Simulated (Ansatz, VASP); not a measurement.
SnSe2: VASP beside Ansatz

```
CELL_PARAMETERS angstrom
3.83882 0.00000 0.00000
-1.91941 3.32451 0.00000
0.00000 0.00000 6.01099
ATOMIC_POSITIONS crystal
Sn 0.00000 0.00000 0.00000
Se 0.33333 0.66667 0.26511
Se 0.66667 0.33333 0.73489
```

Alike in both runs: task relaxation of cell and atoms; functional PBE; k mesh 12 × 12 × 6; occupations gaussian, width 0.02 eV; no spin polarisation.

|  | VASP | Ansatz |
| --- | --- | --- |
| version | VASP 6.6.1 | Ansatz 0.2.0 |
| potentials or method | VASP PAW PBE potentials, release 64 (Sn_d, Se), cutoff 600 eV | scalar-relativistic, plane waves, PAW |
| valence electrons in the cell | 26 | 46 |

|  | VASP | Ansatz | Ansatz less VASP |
| --- | --- | --- | --- |
| gap on the k mesh at the Fermi level, each at its own relaxed structure (eV) | 0.69 | 0.69 | +0.006 |
| relaxed volume (Å³/atom) | 30.22 | 30.27 | +0.050 |
| relaxed cell length with the largest relative difference (Å) | 6.978 | 6.995 | +0.0169 |

VASP's potentials hold 26 valence electrons a cell and Ansatz's 46, so a difference there can come from the potentials and not from the codes.

Noted on VASP's run: the volume moved by over 15 % at a fixed basis, so the end points are rough.
